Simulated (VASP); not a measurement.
# Cl (Cmce) in VASP: notebook, part 2 of 2

VASP 6.6.1. Earlier steps stand in the parts before.

**3. Single point, PBE-based screened hybrid with 30 % exact exchange**

Contents of POSCAR:

```
Cl
1.0
    3.1252371057     -2.0072452166      0.0000000000
    3.1252371057      2.0072452166      0.0000000000
    0.0000000000      0.0000000000      8.1465598679
Cl
4
Direct
    0.8756350467      0.1243649533      0.6074783337
    0.1243649533      0.8756350467      0.3925216663
    0.6243649533      0.3756350467      0.1074783337
    0.3756350467      0.6243649533      0.8925216663
```

Contents of INCAR.step1:

```
SYSTEM = Cl
ALGO = Normal
EDIFF = 1E-5
ENCUT = 520
GGA = PE
ISIF = 2
ISMEAR = 0
LASPH = .TRUE.
LCHARG = .FALSE.
LREAL = .FALSE.
LWAVE = .TRUE.
NBANDS = 22
NELM = 80
PREC = Accurate
SIGMA = 0.01
```

Contents of INCAR.step2:

```
SYSTEM = Cl
AEXX = 0.3
ALGO = Normal
EDIFF = 1E-6
ENCUT = 520
GGA = PE
HFSCREEN = 0.3
ISIF = 2
ISMEAR = 0
ISTART = 1
LASPH = .TRUE.
LCHARG = .FALSE.
LHFCALC = .TRUE.
LREAL = .FALSE.
LWAVE = .FALSE.
NBANDS = 22
NELM = 80
PREC = Accurate
PRECFOCK = Normal
SIGMA = 0.01
```

Contents of KPOINTS:

```
k-points
0
G
  4 4 2
  0 0 0
```

Potentials or basis: VASP PAW PBE potentials, release 64 (Cl).

Command:

```console
$ cat potpaw_PBE.64/Cl/POTCAR > POTCAR
$ cp INCAR.step1 INCAR
$ mpirun -np 1 vasp_std > vasp.out
$ cp INCAR.step2 INCAR
$ mpirun -np 1 vasp_std > vasp.out
```

OUTCAR:

```text
SYSTEM = Cl
   AEXX = 0.3
   EDIFF = 1E-6
   ENCUT = 520
   GGA = PE
   HFSCREEN = 0.3
   ISIF = 2
   ISMEAR = 0
   ISTART = 1
   LASPH = .TRUE.
   LHFCALC = .TRUE.
   LREAL = .FALSE.
   NELM = 80
   PREC = Accurate
   PRECFOCK = Normal

 ion  position               nearest neighbor table
   1  0.876  0.124  0.607-   2 2.02
   2  0.124  0.876  0.393-   1 2.02
   3  0.624  0.376  0.107-   4 2.02
   4  0.376  0.624  0.893-   3 2.02

  LATTYP: Found a base centered orthorhombic cell.
 ALAT       =     4.0144904332
 B/A-ratio  =     1.5569782306
 C/A-ratio  =     2.0292886491

  Lattice vectors:

 A1 = (  -3.1252371057,  -2.0072452166,   0.0000000000)
 A2 = (   3.1252371057,  -2.0072452166,   0.0000000000)
 A3 = (   0.0000000000,   0.0000000000,   8.1465598679)

Analysis of symmetry for initial positions (statically):
=====================================================================
 Subroutine PRICEL returns:
 Original cell was already a primitive cell.

 Routine SETGRP: Setting up the symmetry group for a
 base centered orthorhombic supercell.

 Subroutine GETGRP returns: Found  8 space group operations
 (whereof  4 operations were pure point group operations)
 out of a pool of  8 trial point group operations.

The static configuration has the point symmetry C_2h.
 The point group associated with its full space group is D_2h.

Analysis of symmetry for dynamics (positions and initial velocities):
=====================================================================
 Subroutine PRICEL returns:
 Original cell was already a primitive cell.

 Routine SETGRP: Setting up the symmetry group for a
 base centered orthorhombic supercell.

 Subroutine GETGRP returns: Found  8 space group operations
 (whereof  4 operations were pure point group operations)
 out of a pool of  8 trial point group operations.

The dynamic configuration has the point symmetry C_2h.
 The point group associated with its full space group is D_2h.

 Subroutine INISYM returns: Found  8 space group operations
 (whereof  4 operations are pure point group operations),
 and found     1 'primitive' translations

----------------------------------------------------------------------------------------

                                     Primitive cell

  volume of cell :     102.2087

  direct lattice vectors                    reciprocal lattice vectors
     3.125237106 -2.007245217  0.000000000     0.159987861 -0.249097617  0.000000000
     3.125237106  2.007245217  0.000000000     0.159987861  0.249097617  0.000000000
     0.000000000  0.000000000  8.146559868     0.000000000  0.000000000  0.122751200

  length of vectors
     3.714315593  3.714315593  8.146559868     0.296050230  0.296050230  0.122751200

  position of ions in fractional coordinates (direct lattice)
     0.875635047  0.124364953  0.607478334
     0.124364953  0.875635047  0.392521666
     0.624364953  0.375635047  0.107478334
     0.375635047  0.624364953  0.892521666

  ion indices of the primitive-cell ions
   primitive index   ion index
                 1           1
[... 39 lines left out ...]
  0.000000  0.000000  0.500000      1.000000
  0.250000  0.000000  0.500000      4.000000
  0.500000  0.000000  0.500000      2.000000
  0.250000  0.250000  0.500000      2.000000
  0.500000  0.250000  0.500000      4.000000
 -0.250000  0.250000  0.500000      2.000000
  0.500000  0.500000  0.500000      1.000000
   k-points           NKPTS =     14   k-points in BZ     NKDIM =     32   number of bands    NBANDS=     22
   number of dos      NEDOS =    301   number of ions     NIONS =      4
   total plane-waves  NPLWV =  50176
   dimension x,y,z NGX =    28 NGY =   28 NGZ =   64
   dimension x,y,z NGXF=    56 NGYF=   56 NGZF=  128
   ions per type =               4
   NGX,Y,Z   is equivalent  to a cutoff of  12.53, 12.53, 13.06 a.u.
   NGXF,Y,Z  is equivalent  to a cutoff of  25.06, 25.06, 26.12 a.u.
 SYSTEM =  Cl
   PREC   = accura    normal or accurate (medium, high low for compatibility)
   ISTART =      1    job   : 0-new  1-cont  2-samecut
   ICHARG =      0    charge: 1-file 2-atom 10-const
   ISPIN  =      1    spin polarized calculation?
   LNONCOLLINEAR =      F non collinear calculations
   LSORBIT =      F    spin-orbit coupling
   LASPH  =      T    aspherical Exc in radial PAW
   ENCUT  =  520.0 eV  38.22 Ry    6.18 a.u.   6.91  6.91 15.15*2*pi/ulx,y,z
   NELM   =     80;   NELMIN=  2; NELMDL=  0     # of ELM steps
   EDIFF  = 0.1E-05   stopping-criterion for ELM
   LREAL  =      F    real-space projection
   EDIFFG = 0.1E-04   stopping-criterion for IOM
   NSW    =      0    number of steps for IOM
   IBRION =     -1    ionic relax: 0-MD 1-quasi-New 2-CG
   NFREE  =      0    steps in history (QN), initial steepest desc. (CG)
   ISIF   =      2    stress and relaxation
   ISYM   =      3    0-nonsym 1-usesym 2-fastsym
   POTIM  = 0.5000    time-step for ionic-motion
   TEBEG  =    0.0;   TEEND  =   0.0 temperature during run
   PSTRESS=    0.0 pullay stress
   NELECT =      28.0000    total number of electrons
   NUPDOWN=      -1.0000    fix difference up-down
   EMIN   =  10.00;   EMAX   =-10.00  energy-range for DOS
   EFERMI =   0.00;   METHOD = LEGACY
   ISMEAR =     0;   SIGMA  =   0.01  broadening in eV -4-tet -1-fermi 0-gaus
   EFERMI_NEDOS =   21; number of points for ismear=-14 and -15
   IALGO  =     38    algorithm
   IMIX   =      1    mixing-type and parameters
     AMIX     =   0.40;   BMIX     =  1.00
     AMIX_MAG =   1.60;   BMIX_MAG =  1.00
  volume/ion in A,a.u.               =      25.55       172.43
  Fermi-wavevector in a.u.,A,eV,Ry     =   1.063241  2.009234 15.381127  1.130481
  Thomas-Fermi vector in A             =   2.198719
   LORBIT       =      0    0 simple, 1 ext, 2 COOP (PROOUT), +10 PAW based schemes
   GGA     = PE    functional components
   LHFCALC =     T    Hartree Fock is set to
   PRECFOCK=normal    Normal, Fast or Accurate (Low or Medium for compatibility)
   ENCUT4O =  -1.0   cutoff for four orbital integrals eV
   NKREDX  =     1    reduce k-point grid by
   NKREDY  =     1    reduce k-point grid by
   NKREDZ  =     1    reduce k-point grid by
   AEXX    =    0.3000 exact exchange contribution
   HFSCREEN=    0.3000 screening length (either q_TF or 0.3 A-1)
   HFSCREENC=   0.3000 screening length for correlation (either q_TF or 0.3 A-1)
   ENCUTFOCK=  -1.0 apply spherical cutoff to Coloumb kernel
   IVDW    =     0    specifies the selected vdW correction
   LEPSILON=     F    determine dielectric tensor
   LRPA    =     F    only Hartree local field effects (RPA)
 non-spin polarized calculation
 Gauss-broadening in eV      SIGMA  =   0.01
  energy-cutoff  :      520.00
  volume of cell :      102.21
 maximum number of plane-waves:      2776
  NGX = 24; NGY = 24; NGZ = 48

 number of electron      28.0000005 magnetization

 Free energy of the ion-electron system (eV)
  ---------------------------------------------------
  ext. energy  EPLUGINS =         0.00000000
  ---------------------------------------------------
  free energy    TOTEN  =       -10.50981146 eV

  energy without entropy =      -10.50981146  energy(sigma->0) =      -10.50981146

 E-fermi :  -0.5167     XC(G=0):  -6.8456

 val. band max:       -0.5861922255   @ k =   0.0000   0.0000   0.0000
 cond. band min:       3.2498916189   @ k =   0.0000   0.0000   0.0000
 fundamental gap:      3.8360838444
 Fermi energy:        -0.5166636315

 k-point     1 :       0.0000    0.0000    0.0000
  band No.  band energies     occupation
      1     -19.0638      2.00000
      2     -18.6621      2.00000
      3     -14.8990      2.00000
      4     -13.7997      2.00000
      5      -6.4328      2.00000
      6      -4.8239      2.00000
[... 339 lines left out ...]
     21      11.1431      0.00000
     22      11.1431      0.00000

------------------------ aborting loop because EDIFF is reached ----------------------------------------

  FORCE on cell =-STRESS in cart. coord.  units (eV):
  Direction    XX          YY          ZZ          XY          YZ          ZX
  --------------------------------------------------------------------------------------
  -------------------------------------------------------------------------------------
  Total        1.1706512      0.5334717     -1.2423367      0.0000000      0.0000000      0.0000000
  in kB       18.3506078      8.3624654    -19.4743174      0.0000000      0.0000000      0.0000000
  external PRESSURE =       2.4129186 kB  Pullay stress =       0.0000000 kB

 VOLUME and BASIS-vectors are now :
 -----------------------------------------------------------------------------
  energy-cutoff  :      520.00
  volume of cell :      102.21
      direct lattice vectors                 reciprocal lattice vectors
     3.125237106 -2.007245217  0.000000000     0.159987861 -0.249097617  0.000000000
     3.125237106  2.007245217  0.000000000     0.159987861  0.249097617  0.000000000
     0.000000000  0.000000000  8.146559868     0.000000000  0.000000000  0.122751200

 POSITION                                       TOTAL-FORCE (eV/Angst)
 -----------------------------------------------------------------------------------
      3.12524     -1.50798      4.94886         0.000000     -0.415580     -0.746543
      3.12524      1.50798      3.19770         0.000000      0.415580      0.746543
      3.12524     -0.49926      0.87558         0.000000      0.415580     -0.746543
      3.12524      0.49926      7.27098         0.000000     -0.415580      0.746543
 -----------------------------------------------------------------------------------
    total drift:                                0.000000      0.000000      0.000000

  FREE ENERGIE OF THE ION-ELECTRON SYSTEM (eV)
  ---------------------------------------------------
  free  energy   TOTEN  =       -10.5098114601 eV

  energy  without entropy=      -10.5098114601  energy(sigma->0) =      -10.50981146
```

Run time: 35 min. Hardware: 1 thread of AMD EPYC 7R13, shared host; peak memory 0.34 GiB.

What came out:

```
Free energy            : -10.5098 eV
Pressure               : 0.2 GPa
Largest force          : 0.854 eV/Å
Band gap on the k mesh : 3.84 eV
```

Forces on the atoms (eV/Å):
```
Cl   0.000 -0.416 -0.747
Cl   0.000  0.416  0.747
Cl   0.000  0.416 -0.747
Cl   0.000 -0.416  0.747
```

Caveat: the k points lie up to 0.47 Å⁻¹ apart; this functional lacks dispersion, which holds the molecules together, so the pressure and a relaxed volume are unreliable; the PAW data sets were made with another functional, which shifts forces and pressure a little. A k mesh can miss the band edges.
